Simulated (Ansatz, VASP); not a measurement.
# One calculation of Sb, two programs

```
Sb
1.0
     2.11112    1.21885    3.75800
    -2.11112    1.21885    3.75800
     0.00000   -2.43771    3.75800
Sb
2
Direct
  0.76651 0.76651 0.76651
  0.23349 0.23349 0.23349
```

Change from the starting cell: strain_xy = -0.02.

Alike in both runs: functional PBEsol; k mesh 8 × 8 × 8; occupations fermi-dirac, width 0.05 eV; no spin polarisation.

|  | VASP | Ansatz |
| --- | --- | --- |
| version | VASP 6.6.1 | Ansatz 0.2.0 |
| potentials or method | VASP PAW PBE potentials, release 64 (Sb), cutoff 500 eV | all-electron LAPW, scalar-relativistic |
| task | single point | band structure |

Ansatz gave:

- gap on the k mesh at the Fermi level (eV): none
- pressure (GPa): 2.7
- traceless stress, the component that is largest in VASP (GPa): -0.97
- rms of the force components (eV/Å): 0.191

Question: Which values does VASP return?

Answer: gap on the k mesh at the Fermi level (eV): none; pressure (GPa): 3.0; traceless stress, the component that is largest in VASP (GPa): -1.05; rms of the force components (eV/Å): 0.230.

VASP's potentials were made for PBE, not for PBEsol. Atom by atom the forces differ by 0.038 eV/Å (rms over components). A gap of «none» marks a metal or a gap that the smearing closes. Ansatz ran all-electron here, and VASP with PAW potentials.

Spin-orbit coupling is off throughout.
